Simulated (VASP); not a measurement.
A run of VASP 6.6.1 is set up as follows.

INCAR

```
PREC = Accurate
ENCUT = 520
EDIFF = 1E-6
ISMEAR = 1
SIGMA = 0.1
LREAL = Auto
LASPH = True
NELM = 80
ALGO = Normal
ISIF = 2
LWAVE = False
LCHARG = True
GGA = PS
LELF = True
LVHAR = True
NBANDS = 164
```

KPOINTS

```
regular mesh
0
Gamma
  2 2 2
```

POSCAR

```
Ta18N17
1.0
    7.7675072900      4.4845723700      0.0000000000
   -7.7675072400      4.4845724600      0.0000000000
    0.0000000000      0.0000000000      5.7917586500
Ta N
18 17
Direct
   -0.0042434400     -0.0013427100     -0.0021051800
    0.3317779000      0.6671285200      0.0021995400
    0.6696837100      0.3351284800     -0.0041826200
    0.0033647700      0.6719298900      0.2524552900
    0.3157442400      0.3465991800      0.2333753900
    0.6642876300     -0.0044119100      0.2521701900
   -0.0032557400      0.3315928800      0.2469707600
    0.3337948100      0.0034826500      0.2528454100
    0.6572293100      0.6583705200      0.2505577200
   -0.0016614700      0.0005046000      0.4978780300
    0.3364505400      0.6652598500      0.5024225800
    0.6829820000      0.3430047300      0.5117182400
    0.0006463100      0.6694936300      0.7520528100
    0.3319157000      0.3198644700      0.7486155900
    0.6622329700     -0.0055290600      0.7531866000
   -0.0020312900      0.3315547800      0.7469553800
    0.3304056800     -0.0019031200      0.7584353500
    0.6567411300      0.6601876800      0.7491561200
    0.1270918600      0.8698478000      0.0003442300
    0.4587648700      0.5274918200     -0.0084009400
    0.7953069400      0.1973969100      0.0024250500
    0.0690373000      0.5375902300      0.0018973500
    0.4067264700      0.2080025800      0.0176961900
    0.7327732200      0.8616332800      0.0004298700
    0.1247649600      0.2623937200     -0.0148039900
    0.4650295800      0.9284837400      0.0092663600
    0.7957067500      0.5950079300      0.0061992100
    0.1327820100      0.8714552200      0.5042794900
    0.7982148800      0.1951522000      0.5014372200
    0.0729492600      0.5386277700      0.5023909800
    0.4868057000      0.3694782500      0.4489194100
    0.7315324200      0.8621239500      0.4995269500
    0.1321616900      0.2651874200      0.5024419500
    0.4590686300      0.9277155600      0.5037551300
    0.8064424600      0.6044398700      0.5015923700
```

Potentials or basis: VASP PAW PBE potentials, release 64 (Ta_pv, N).

The run is started by

```console
$ cat potpaw_PBE.64/Ta_pv/POTCAR potpaw_PBE.64/N/POTCAR > POTCAR
$ mpirun -np 1 vasp_std > vasp.out
```

(1) Estimate the pressure.

(2) Predict the largest force.

(3) Estimate the band gap on the k mesh.

Answers

(1) 3.2 GPa.

(2) 1.280 eV/Å.

(3) zero (an odd number of electrons rules out a gap without spin polarisation).

Caveat: the k points lie up to 0.54 Å⁻¹ apart, too coarse for converged energies and pressures of a metal; the PAW data sets were made with another functional, which shifts forces and pressure a little; spin-orbit coupling is left out, which moves the levels of the heavy elements.
